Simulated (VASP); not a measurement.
# MoS2 (P-6m2) in VASP: further runs

Aim: see how the results for MoS2 move with the level of theory and the settings. Levels: PBE+D4, PBE, LDA. Tasks: single point.

Everything below comes from runs of VASP 6.6.1. Logs are shortened: lines on timing, memory, paths and dates and some standing lists are left out, and cuts for length are marked.

## Step 1: The cell of the first run

The structure is hexagonal, space group P-6m2 (No. 187). The conventional cell has a = 3.153 Å, b = 3.153 Å, c = 6.684 Å, α = 90.00°, β = 90.00°, γ = 120.00°. Within 3.2 Å of Mo (site symmetry -6m2) lie 6 S at 2.40 Å and 6 Mo at 3.15 Å. Within 3.2 Å of S (site symmetry 3m) lie 3 Mo at 2.40 Å and 7 S at 3.13 to 3.15 Å.

## Step 2: Single point, PBE+D4

INCAR reads:

```
  PREC = Accurate
  ENCUT = 520
  EDIFF = 1E-6
  ISMEAR = -1
  SIGMA = 0.02
  LREAL = F
  LASPH = T
  NELM = 100
  ALGO = Normal
  ISIF = 2
  LWAVE = F
  LCHARG = T
  GGA = PE
  IVDW = 13
  LELF = T
  LVHAR = T
  NBANDS = 20
```

KPOINTS reads:

```
Automatic mesh
0
Gamma
  12 12 4
```

POSCAR reads:

```
MoS2
1.0
    3.1530343928      0.0000000000      0.0000000000
   -1.5765171964      2.7306078832      0.0000000000
    0.0000000000      0.0000000000      6.6839944100
Mo S
1 2
Direct
    0.0000000000      0.0000000000      0.0000000000
    0.3333333333      0.6666666667      0.2341961565
    0.3333333333      0.6666666667      0.7658038435
```

Potentials or basis: VASP PAW PBE potentials, release 64 (Mo_sv, S).

Started as:

```console
$ cat potpaw_PBE.64/Mo_sv/POTCAR potpaw_PBE.64/S/POTCAR > POTCAR
$ mpirun -np 1 vasp_std > vasp.out
```

OUTCAR:

```text
PREC = Accurate
   ENCUT = 520
   EDIFF = 1E-6
   ISMEAR = -1
   LREAL = F
   LASPH = T
   NELM = 100
   ISIF = 2
   GGA = PE
   IVDW = 13

 ion  position               nearest neighbor table
   1  0.000  0.000  0.000-   2 2.40   3 2.40   2 2.40   3 2.40   2 2.40   3 2.40
   2  0.333  0.667  0.234-   1 2.40   1 2.40   1 2.40
   3  0.333  0.667  0.766-   1 2.40   1 2.40   1 2.40

  LATTYP: Found a hexagonal cell.
 ALAT       =     3.1530343928
 C/A-ratio  =     2.1198609268

  Lattice vectors:

 A1 = (   3.1530343928,   0.0000000000,   0.0000000000)
 A2 = (  -1.5765171964,   2.7306078832,   0.0000000000)
 A3 = (   0.0000000000,   0.0000000000,   6.6839944100)

Analysis of symmetry for initial positions (statically):
=====================================================================
 Subroutine PRICEL returns:
 Original cell was already a primitive cell.

 Routine SETGRP: Setting up the symmetry group for a
 hexagonal supercell.

 Subroutine GETGRP returns: Found 12 space group operations
 (whereof 12 operations were pure point group operations)
 out of a pool of 24 trial point group operations.

The static configuration has the point symmetry D_3h.

Analysis of symmetry for dynamics (positions and initial velocities):
=====================================================================
 Subroutine PRICEL returns:
 Original cell was already a primitive cell.

 Routine SETGRP: Setting up the symmetry group for a
 hexagonal supercell.

 Subroutine GETGRP returns: Found 12 space group operations
 (whereof 12 operations were pure point group operations)
 out of a pool of 24 trial point group operations.

The dynamic configuration has the point symmetry D_3h.

 Subroutine INISYM returns: Found 12 space group operations
 (whereof 12 operations are pure point group operations),
 and found     1 'primitive' translations

----------------------------------------------------------------------------------------

                                     Primitive cell

  volume of cell :      57.5472

  direct lattice vectors                    reciprocal lattice vectors
     3.153034393  0.000000000  0.000000000     0.317154802  0.183109411  0.000000000
    -1.576517196  2.730607883  0.000000000     0.000000000  0.366218821  0.000000000
     0.000000000  0.000000000  6.683994410     0.000000000  0.000000000  0.149611136

  length of vectors
     3.153034393  3.153034393  6.683994410     0.366218821  0.366218821  0.149611136

[... 81 lines left out ...]
   NELM   =    100;   NELMIN=  2; NELMDL= -5     # of ELM steps
   EDIFF  = 0.1E-05   stopping-criterion for ELM
   LREAL  =      F    real-space projection
   EDIFFG = 0.1E-04   stopping-criterion for IOM
   NSW    =      0    number of steps for IOM
   IBRION =     -1    ionic relax: 0-MD 1-quasi-New 2-CG
   NFREE  =      0    steps in history (QN), initial steepest desc. (CG)
   ISIF   =      2    stress and relaxation
   ISYM   =      2    0-nonsym 1-usesym 2-fastsym
   POTIM  = 0.5000    time-step for ionic-motion
   TEBEG  =    0.0;   TEEND  =   0.0 temperature during run
   PSTRESS=    0.0 pullay stress
   NELECT =      26.0000    total number of electrons
   NUPDOWN=      -1.0000    fix difference up-down
   EMIN   =  10.00;   EMAX   =-10.00  energy-range for DOS
   EFERMI =   0.00;   METHOD = LEGACY
   ISMEAR =    -1;   SIGMA  =   0.02  broadening in eV -4-tet -1-fermi 0-gaus
   EFERMI_NEDOS =   21; number of points for ismear=-14 and -15
   IALGO  =     38    algorithm
   IMIX   =      4    mixing-type and parameters
     AMIX     =   0.40;   BMIX     =  1.00
     AMIX_MAG =   1.60;   BMIX_MAG =  1.00
  volume/ion in A,a.u.               =      19.18       129.45
  Fermi-wavevector in a.u.,A,eV,Ry     =   1.256197  2.373869 21.470429  1.578032
  Thomas-Fermi vector in A             =   2.389917
   LORBIT       =      0    0 simple, 1 ext, 2 COOP (PROOUT), +10 PAW based schemes
   GGA     = PE    functional components
   LHFCALC =     F    Hartree Fock is set to
   AEXX    =    0.0000 exact exchange contribution
   IVDW    =    13    specifies the selected vdW correction
   LEPSILON=     F    determine dielectric tensor
   LRPA    =     F    only Hartree local field effects (RPA)
 non-spin polarized calculation
  energy-cutoff  :      520.00
  volume of cell :       57.55
 maximum number of plane-waves:      1572
 NGX is ok and might be reduce to    24
   NGX = 11   NGY = 11   NGZ = 25

 number of electron      26.0000002 magnetization

 Free energy of the ion-electron system (eV)
  ---------------------------------------------------
  ext. energy  EPLUGINS =         0.00000000
  ---------------------------------------------------
  free energy    TOTEN  =       -21.80581364 eV

  energy without entropy =      -21.80581364  energy(sigma->0) =      -21.80581364

 E-fermi :   6.9153     XC(G=0): -10.2503

 val. band max:        6.3761149810   @ k =   0.0000   0.0000   0.5000
 cond. band min:       7.6201391659   @ k =   0.1667   0.1667   0.0000
 fundamental gap:      1.2440241849
 Fermi energy:         6.9153074100

 k-point     1 :       0.0000    0.0000    0.0000
  band No.  band energies     occupation
      1     -54.8678      2.00000
      2     -29.0314      2.00000
      3     -28.7892      2.00000
      4     -28.7892      2.00000
      5      -8.2700      2.00000
      6      -6.8220      2.00000
[... 541 lines left out ...]
     19      14.0214      0.00000
     20      14.7320      0.00000

 [... further k-points ...]

------------------------ aborting loop because EDIFF is reached ----------------------------------------

  DFT-D4 for vdW energy calculation

  Edisp (eV):   -1.19419

  FORCE on cell =-STRESS in cart. coord.  units (eV):
  Direction    XX          YY          ZZ          XY          YZ          ZX
  --------------------------------------------------------------------------------------
  -------------------------------------------------------------------------------------
  Total      -0.03947    -0.03947    -0.06099     0.00000     0.00000     0.00000
  in kB      -1.09878    -1.09878    -1.69805     0.00000     0.00000     0.00000
  external pressure =       -1.30 kB  Pullay stress =        0.00 kB

 VOLUME and BASIS-vectors are now :
 -----------------------------------------------------------------------------
  energy-cutoff  :      520.00
  volume of cell :       57.55
      direct lattice vectors                 reciprocal lattice vectors
     3.153034393  0.000000000  0.000000000     0.317154802  0.183109411  0.000000000
    -1.576517196  2.730607883  0.000000000     0.000000000  0.366218821  0.000000000
     0.000000000  0.000000000  6.683994410     0.000000000  0.000000000  0.149611136

 POSITION                                       TOTAL-FORCE (eV/Angst)
 -----------------------------------------------------------------------------------
      0.00000      0.00000      0.00000        -0.000000      0.000000      0.000000
     -0.00000      1.82041      1.56537         0.000000     -0.000000     -0.014611
     -0.00000      1.82041      5.11863         0.000000      0.000000      0.014611
 -----------------------------------------------------------------------------------
    total drift:                                0.000000     -0.000000     -0.000000

  FREE ENERGIE OF THE ION-ELECTRON SYSTEM (eV)
  ---------------------------------------------------
  free  energy   TOTEN  =       -23.0000009044 eV

  energy  without entropy=      -23.0000009044  energy(sigma->0) =      -23.00000090
```

stdout:

```text
POSCAR found type information on POSCAR MoS
 POSCAR found :  2 types and       3 ions
 scaLAPACK will be used
 LDA part: xc-table for (Slater+PW92), standard interpolation
 POSCAR, INCAR and KPOINTS ok, starting setup
 FFT: planning ... GRIDC
 FFT: planning ... GRID_SOFT
 FFT: planning ... GRID
 WAVECAR not read
 entering main loop
```

Wall time 28 s (1 thread of Intel Xeon Platinum 8488C (Sapphire Rapids), shared host); peak memory 0.2 GiB.

What came out:

```
Free energy                : -23.0000 eV
Pressure                   : -0.1 GPa
Largest force              : 0.015 eV/Å
Band gap on the k mesh     : 1.24 eV, indirect (least direct gap 1.75 eV)
Dispersion energy per atom : -0.398 eV
```

Forces on the atoms (eV/Å):
```
Mo   0.000  0.000  0.000
S    0.000  0.000 -0.015
S    0.000  0.000  0.015
```

A k mesh can miss the band edges.

## Step 3: Single point, PBE

This run uses another cell than the first one, of 19.77 Å³/atom, 1.030 times its volume.

INCAR reads:

```
SYSTEM = MoS2
ALGO = Normal
EDIFF = 1E-6
ENCUT = 520
GGA = PE
ISIF = 2
ISMEAR = -1
LASPH = .TRUE.
LCHARG = .TRUE.
LELF = .TRUE.
LREAL = .FALSE.
LVHAR = .TRUE.
LWAVE = .FALSE.
NBANDS = 20
NELM = 100
PREC = Accurate
SIGMA = 0.02
```

KPOINTS reads:

```
k-points
0
G
  12 12 4
  0 0 0
```

POSCAR reads:

```
MoS2
1.0
    3.1709601090      0.0000000000      0.0000000000
   -1.5854800545      2.7461320088      0.0000000000
    0.0000000000      0.0000000000      6.8100356761
Mo S
1 2
Direct
    0.0000000000      0.0000000000      0.0000000000
    0.3333333333      0.6666666667      0.2285274094
    0.3333333333      0.6666666667      0.7714725906
```

Potentials or basis: VASP PAW PBE potentials, release 64 (Mo_sv, S).

Started as:

```console
$ cat potpaw_PBE.64/Mo_sv/POTCAR potpaw_PBE.64/S/POTCAR > POTCAR
$ mpirun -np 1 vasp_std > vasp.out
```

Wall time 38 s (1 thread of Intel Xeon Platinum 8488C (Sapphire Rapids), shared host); peak memory 0.21 GiB.

The run converged. Its results:

```
Free energy            : -21.8288 eV
Pressure               : 2.0 GPa
Largest force          : 0.124 eV/Å
Band gap on the k mesh : 1.28 eV, indirect (least direct gap 1.69 eV)
```

Forces in eV/Å, atoms in the order of the input:
```
Mo   0.000  0.000  0.000
S    0.000  0.000  0.124
S    0.000  0.000 -0.124
```

Stress tensor (GPa, compression positive):
```
1.66 0.00 0.00
0.00 1.66 0.00
0.00 0.00 2.64
```

Levels at points of the mesh, in eV from the valence-band top:
```csv
k point,band 11,band 12,band 13,band 14,band 15,band 16
"(0.00, 0.00, 0.00)",-1.92,-1.55,-0.76,2.41,2.41,2.61
"(0.50, 0.00, 0.00)",-1.99,-1.41,-1.20,1.87,2.32,3.78
"(0.00, 0.00, 0.50)",-1.93,-1.93,0.00,2.36,2.36,2.68
"(0.50, 0.00, 0.50)",-2.63,-1.36,-0.89,1.88,2.45,3.25
```

Caveat: this functional lacks dispersion, which binds the layers, so the pressure and a relaxed spacing across them are unreliable. PBE gaps usually lie below the measured ones, often by a third to a half.

## Step 4: Single point, LDA

This run uses another cell than the first one, of 19.77 Å³/atom, 1.030 times its volume.

INCAR reads:

```
SYSTEM = MoS2
ALGO = Normal ; EDIFF = 1E-6
ENCUT = 520 ; ISIF = 2
ISMEAR = 0 ; LASPH = .TRUE.
LCHARG = .TRUE. ; LELF = .TRUE.
LREAL = .FALSE. ; LVHAR = .TRUE.
LWAVE = .FALSE. ; NBANDS = 20
NELM = 60 ; PREC = Accurate
SIGMA = 0.01
```

KPOINTS is that of step 3.

POSCAR is that of step 3.

Potentials or basis: VASP PAW LDA potentials, release 64 (Mo_sv, S).

Started as:

```console
$ cat potpaw_LDA.64/Mo_sv/POTCAR potpaw_LDA.64/S/POTCAR > POTCAR
$ mpirun -np 1 vasp_std > vasp.out
```

OUTCAR:

```text
SYSTEM = MoS2
   EDIFF = 1E-6
   ENCUT = 520
   ISIF = 2
   ISMEAR = 0
   LASPH = .TRUE.
   LREAL = .FALSE.
   NELM = 60
   PREC = Accurate

 ion  position               nearest neighbor table
   1  0.000  0.000  0.000-   2 2.40   3 2.40   2 2.40   3 2.40   2 2.40   3 2.40
   2  0.333  0.667  0.229-   1 2.40   1 2.40   1 2.40
   3  0.333  0.667  0.771-   1 2.40   1 2.40   1 2.40

  LATTYP: Found a hexagonal cell.
 ALAT       =     3.1709601090
 C/A-ratio  =     2.1476257796

  Lattice vectors:

 A1 = (   3.1709601090,   0.0000000000,   0.0000000000)
 A2 = (  -1.5854800545,   2.7461320088,   0.0000000000)
 A3 = (   0.0000000000,   0.0000000000,   6.8100356761)

Analysis of symmetry for initial positions (statically):
=====================================================================
 Subroutine PRICEL returns:
 Original cell was already a primitive cell.

 Routine SETGRP: Setting up the symmetry group for a
 hexagonal supercell.

 Subroutine GETGRP returns: Found 12 space group operations
 (whereof 12 operations were pure point group operations)
[... 159 lines left out ...]
 Free energy of the ion-electron system (eV)
  ---------------------------------------------------
  ext. energy  EPLUGINS =         0.00000000
  ---------------------------------------------------
  free energy    TOTEN  =       -24.37862019 eV

  energy without entropy =      -24.37862019  energy(sigma->0) =      -24.37862019

 E-fermi :   5.9925     XC(G=0): -10.4029

 val. band max:        5.8639626212   @ k =   0.0000   0.0000   0.5000
 cond. band min:       7.1065289767   @ k =   0.1667   0.1667   0.0000
 fundamental gap:      1.2425663555
 Fermi energy:         5.9924928973

 k-point     1 :       0.0000    0.0000    0.0000
  band No.  band energies     occupation
      1     -55.0417      2.00000
      2     -29.3965      2.00000
      3     -29.1609      2.00000
      4     -29.1609      2.00000
      5      -8.6594      2.00000
      6      -7.2045      2.00000
[... 541 lines left out ...]
     19      13.3717      0.00000
     20      14.0656      0.00000

 [... further k-points ...]
[... 5 lines left out ...]
  --------------------------------------------------------------------------------------
  -------------------------------------------------------------------------------------
  Total       -1.8503261     -1.8503261     -1.2382035      0.0000000     -0.0000000      0.0000000
  in kB      -49.9916277    -49.9916277    -33.4534593      0.0000000     -0.0000000      0.0000000
  external PRESSURE =     -44.4789049 kB  Pullay stress =       0.0000000 kB

 VOLUME and BASIS-vectors are now :
 -----------------------------------------------------------------------------
  energy-cutoff  :      520.00
  volume of cell :       59.30
      direct lattice vectors                 reciprocal lattice vectors
     3.170960109  0.000000000  0.000000000     0.315361898  0.182074277  0.000000000
    -1.585480055  2.746132009  0.000000000     0.000000000  0.364148554  0.000000000
     0.000000000  0.000000000  6.810035676     0.000000000  0.000000000  0.146842109

 POSITION                                       TOTAL-FORCE (eV/Angst)
 -----------------------------------------------------------------------------------
      0.00000      0.00000      0.00000        -0.000000      0.000000      0.000000
     -0.00000      1.83075      1.55628         0.000000     -0.000000     -0.365446
     -0.00000      1.83075      5.25376        -0.000000      0.000000      0.365446
 -----------------------------------------------------------------------------------
    total drift:                                0.000000     -0.000000     -0.000000

  FREE ENERGIE OF THE ION-ELECTRON SYSTEM (eV)
  ---------------------------------------------------
  free  energy   TOTEN  =       -24.3786201902 eV

  energy  without entropy=      -24.3786201902  energy(sigma->0) =      -24.37862019
```

OSZICAR:

```text
N       E                     dE             d eps       ncg     rms          rms(c)
DAV:   1     0.190308996855E+03    0.19031E+03   -0.13070E+04  2304   0.121E+03
DAV:   2    -0.171652673512E+02   -0.20747E+03   -0.20175E+03  2700   0.318E+02
DAV:   3    -0.257823319609E+02   -0.86171E+01   -0.85294E+01  2808   0.608E+01
DAV:   4    -0.258959491408E+02   -0.11362E+00   -0.11355E+00  2756   0.730E+00
DAV:   5    -0.258978781913E+02   -0.19291E-02   -0.19289E-02  2872   0.933E-01    0.246E+01
DAV:   6    -0.247790330740E+02    0.11188E+01   -0.10276E+01  2580   0.206E+01    0.836E+00
DAV:   7    -0.244951245136E+02    0.28391E+00   -0.37720E+00  2528   0.122E+01    0.609E+00
DAV:   8    -0.243808019636E+02    0.11432E+00   -0.53024E-01  2672   0.477E+00    0.131E+00
DAV:   9    -0.243795414506E+02    0.12605E-02   -0.17808E-02  2676   0.830E-01    0.431E-01
DAV:  10    -0.243786287206E+02    0.91273E-03   -0.56474E-03  2644   0.525E-01    0.688E-02
DAV:  11    -0.243786173579E+02    0.11363E-04   -0.36952E-04  2640   0.139E-01    0.544E-02
DAV:  12    -0.243786147902E+02    0.25677E-05   -0.21975E-05  2652   0.288E-02    0.139E-02
DAV:  13    -0.243786204676E+02   -0.56774E-05   -0.25068E-05  2536   0.278E-02    0.951E-03
DAV:  14    -0.243786201902E+02    0.27741E-06   -0.23627E-06  2028   0.108E-02
   1 F= -.24378620E+02 E0= -.24378620E+02  d E =-.175961E-76
```

stdout:

```text
POSCAR found type information on POSCAR MoS
 POSCAR found :  2 types and       3 ions
 scaLAPACK will be used
 LDA part: xc-table for (Slater(with rela. corr.)+CA(PZ))
 , standard interpolation
 POSCAR, INCAR and KPOINTS ok, starting setup
 FFT: planning ... GRIDC
 FFT: planning ... GRID_SOFT
 FFT: planning ... GRID
 WAVECAR not read
 entering main loop
```

It took 41 s on 1 thread of Intel Xeon Platinum 8488C (Sapphire Rapids), shared host; peak memory 0.19 GiB.

What came out:

```
Free energy            : -24.3786 eV
Pressure               : -4.4 GPa
Largest force          : 0.365 eV/Å
Band gap on the k mesh : 1.24 eV, indirect (least direct gap 1.69 eV)
```

Forces in eV/Å, atoms in the order of the input:
```
Mo   0.000  0.000  0.000
S    0.000  0.000 -0.365
S    0.000  0.000  0.365
```

Levels at points of the mesh, in eV from the valence-band top:
| k point | band 10 | band 11 | band 12 | band 13 | band 14 | band 15 | band 16 | band 17 |
| --- | --- | --- | --- | --- | --- | --- | --- | --- |
| (0.00, 0.00, 0.00) | -1.92 | -1.92 | -1.53 | -0.82 | 2.40 | 2.40 | 2.62 | 2.62 |
| (0.50, 0.00, 0.00) | -3.60 | -1.95 | -1.39 | -1.22 | 1.85 | 2.28 | 3.73 | 4.02 |
| (0.00, 0.00, 0.50) | -2.84 | -1.94 | -1.94 | 0.00 | 2.35 | 2.35 | 2.69 | 2.69 |
| (0.50, 0.00, 0.50) | -3.62 | -2.61 | -1.34 | -0.88 | 1.86 | 2.43 | 3.15 | 3.88 |

A k mesh can miss the band edges.

## Step 5: The runs side by side

| level | potentials or basis | cell | smearing | gap on the mesh (eV) | pressure (GPa) | largest force (eV/Å) |
| --- | --- | --- | --- | --- | --- | --- |
| PBE+D4 | VASP PAW PBE potentials, release 64 (Mo_sv, S) | a = 3.153, b = 3.153, c = 6.684 Å, angles 90.0, 90.0, 120.0°, 3 atoms | fermi-dirac 0.02 eV | 1.24 | -0.1 | 0.01 |
| PBE | VASP PAW PBE potentials, release 64 (Mo_sv, S) | a = 3.171, b = 3.171, c = 6.810 Å, angles 90.0, 90.0, 120.0°, 3 atoms | fermi-dirac 0.02 eV | 1.28 | 2.0 | 0.12 |
| LDA | VASP PAW LDA potentials, release 64 (Mo_sv, S) | a = 3.171, b = 3.171, c = 6.810 Å, angles 90.0, 90.0, 120.0°, 3 atoms | gaussian 0.01 eV | 1.24 | -4.4 | 0.37 |

Alike in all rows: task single point; no spin polarisation; k mesh 12 × 12 × 4; cutoff (eV) 520.

Caveats: this functional lacks dispersion, which binds the layers, so the pressure and a relaxed spacing across them are unreliable (some runs).

Total energies depend on the potentials used, so only differences within one code and one set of settings carry meaning.
